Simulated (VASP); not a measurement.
**TaN: electric field gradients with PBEsol**

The system is TaN.

```
Ta N
1.0
     2.94776    0.00000    0.00000
    -1.47388    2.55283    0.00000
     0.00000    0.00000    2.89258
Ta N
1 1
Direct
  0.33333 0.66667 0.50000
  0.00000 0.00000 0.00000
```

This cell differs from its parent crystal: volume scaled by 1.01.

```json
{"Program": "VASP 6.6.1", "Task": "electric field gradients", "Functional": "PBEsol", "Potentials or basis": "VASP PAW PBE potentials, release 64 (Ta_pv, N)", "Cutoff": "520 eV", "k mesh": "12 × 12 × 10", "Occupations": "fermi-dirac, width 0.02 eV", "Spin": "no spin polarisation", "Dipole correction": "no", "Further INCAR settings": "ALGO = Normal; EDIFF = 1e-08; NBANDS = 15"}
```

```
Pressure               : -7.5 GPa
Band gap on the k mesh : zero (band 8 reaches 8.38 eV, above the bottom of band 9 at 7.89 eV)
```

Stress tensor (GPa, compression positive):
```
-7.29  0.00  0.00
 0.00 -7.29  0.00
 0.00  0.00 -7.79
```

Levels at points of the mesh, in eV from the Fermi level:
```csv
k point,band 4,band 5,band 6,band 7,band 8,band 9,band 10,band 11,band 12,band 13
"(0.00, 0.00, 0.00)",-17.76,-4.62,-4.62,-4.28,-3.00,2.04,3.45,3.45,3.82,3.82
"(0.50, 0.00, 0.00)",-15.47,-8.36,-5.25,-3.56,-3.25,2.85,3.89,5.05,5.13,7.22
"(0.00, 0.00, 0.50)",-15.12,-9.42,-3.81,-3.81,-0.20,-0.20,2.31,3.17,3.17,7.95
"(0.50, 0.00, 0.50)",-15.76,-7.38,-6.26,-5.74,-0.47,3.99,5.19,5.88,6.90,9.91
```

Electric field gradients, principal values (V/Å²):
| atom | least | middle | greatest (by size) |
| --- | --- | --- | --- |
| 1 Ta | -10.327 | -10.328 | 20.655 |
| 2 N | -0.264 | -0.266 | 0.531 |

Wall time 51 s on 1 thread of AMD EPYC 7R13, on a shared host, peak memory 0.14 GiB.

Caveat: without QUAD_EFG the Cq values of the log hold for a quadrupole moment of 1 mb, not for the nuclei; the PAW data sets were made with another functional, which shifts forces and pressure a little; spin-orbit coupling is left out, which moves the levels of the heavy elements.
